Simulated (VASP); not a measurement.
The system is Os.

```
Os
1.0
     2.75593    0.00000    0.00000
    -1.37796    2.38670    0.00000
     0.00000    0.00000    4.34265
Os
2
Direct
  0.33333 0.66667 0.25000
  0.66667 0.33333 0.75000
```

Base run:

```yaml
Program: VASP 6.6.1
Functional: PBE
Potentials_or_basis: VASP PAW PBE potentials, release 64 (Os)
Cutoff: 520 eV
k_mesh: 8 × 8 × 5
Occupations: fermi-dirac, width 0.1 eV
Spin: no spin polarisation
```

Its results: band gap on the k mesh zero (band 8 reaches 11.10 eV, above the bottom of band 9 at 7.51 eV); pressure -0.7 GPa.

**Question.** After a change of settings the same cell gave: band gap on the k mesh zero (band 8 reaches 10.54 eV, above the bottom of band 9 at 7.60 eV); pressure 0.9 GPa. Which change was it?
A. k mesh from 8 × 8 × 5 to 2 × 2 × 1; further incar settings from ALGO = Normal; EDIFF = 1e-06; NBANDS = 15 to ALGO = Normal; EDIFF = 1e-07; NBANDS = 15
B. k mesh from 8 × 8 × 5 to 11 × 11 × 6
C. k mesh from 8 × 8 × 5 to 13 × 13 × 7; further incar settings from ALGO = Normal; EDIFF = 1e-06; NBANDS = 15 to ALGO = Normal; EDIFF = 1e-07; NBANDS = 15
D. k mesh from 8 × 8 × 5 to 5 × 5 × 3

**Answer.** D.

Caveats: some runs use coarse meshes; spin-orbit coupling is left out, which moves the levels of the heavy elements.
